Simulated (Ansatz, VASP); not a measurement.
One calculation of GaN, two programs

POSCAR

```
GaN
1.0
    0.0000000000      2.0684647200      2.2753111920
    2.0684647200      0.0000000000      2.2753111920
    2.0684647200      2.0684647200      0.0000000000
Ga N
1 1
Direct
    0.0000000000      0.0000000000      0.0000000000
    0.5000000000      0.5000000000      0.5000000000
```

The input INCAR.step1:

```
PREC = Accurate
ENCUT = 520
ISMEAR = 0
SIGMA = 0.05
LREAL = F
LASPH = T
NELM = 60
NBANDS = 16
GGA = PE
ALGO = Normal
EDIFF = 1E-4
LWAVE = T
LCHARG = F
```

File INCAR.step2:

```
PREC = Accurate
ENCUT = 520
EDIFF = 1E-6
ISMEAR = 0
SIGMA = 0.05
LREAL = F
LASPH = T
NELM = 60
ALGO = Normal
ISIF = 2
LWAVE = F
LCHARG = F
METAGGA = R2SCAN
LMIXTAU = T
NBANDS = 16
ISTART = 1
```

Contents of KPOINTS:

```
regular mesh
0
Gamma
  12 12 12
```

Input for Ansatz:

```yaml
crystal:
  lattice:
    - [0.0, 2.06846472, 2.275311192]
    - [2.06846472, 0.0, 2.275311192]
    - [2.06846472, 2.06846472, 0.0]
  atoms:
    - { symbol: Ga, position: [0.0, 0.0, 0.0] }
    - { symbol: "N", position: [0.5, 0.5, 0.5] }
basis:
  ecutwfc: 500
kpoints:
  mp_grid: { grid: [12, 12, 12] }
hamiltonian:
  xc: r2scan
scf:
  occupations: { method: gaussian, width: 0.05 }
output:
  forces: true
  stress: true
  eigenvalues: true
```

Alike in both runs: task single point; functional r2SCAN; k mesh 12 × 12 × 12; occupations gaussian, width 0.05 eV; no spin polarisation.

|  | VASP | Ansatz |
| --- | --- | --- |
| version | VASP 6.6.1 | Ansatz 0.2.0 |
| potentials or method | VASP PAW PBE potentials, release 64 (Ga_d, N), cutoff 520 eV | scalar-relativistic, plane waves, PAW |
| valence electrons in the cell | 18 | 18 |

```csv
,VASP,Ansatz,Ansatz less VASP
gap on the k mesh at the Fermi level (eV),0.56,0.59,+0.027
least direct gap on the mesh (eV),2.54,2.51,-0.030
pressure (GPa),-4.2,-5.3,-1.15
"traceless stress, the component that is largest in VASP (GPa)",-8.94,-8.33,+0.613
```

VASP's potentials were made for PBE, not for r2SCAN.
